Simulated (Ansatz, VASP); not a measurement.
## One calculation of HgSe, two programs

```
CELL_PARAMETERS angstrom
0.00000 3.07595 3.07595
3.07595 0.00000 3.07595
3.07595 3.07595 0.00000
ATOMIC_POSITIONS crystal
Hg 0.00000 0.00000 0.00000
Se 0.75000 0.75000 0.75000
```

Change from the starting cell: volume scaled by 1.04, PAW files.

Alike in both runs: task electric field gradients; functional PBE; k mesh 9 × 9 × 9; occupations fermi-dirac, width 0.02 eV; no spin polarisation.

|  | VASP | Ansatz |
| --- | --- | --- |
| version | VASP 6.6.1 | Ansatz 0.2.0 |
| potentials or method | VASP PAW PBE potentials, release 64 (Hg, Se) | PAW with Ansatz's default frozen-core files, scalar-relativistic |
| plane-wave cutoff (eV) | 400 | 420 |
| valence electrons in the cell | 18 | 36 |

```tsv
	VASP	Ansatz	Ansatz less VASP
pressure (GPa)	2.8	2.5	-0.23
```

VASP's potentials hold 18 valence electrons a cell and Ansatz's 36, so a difference there can come from the potentials and not from the codes.

Neither program's run includes spin-orbit coupling.
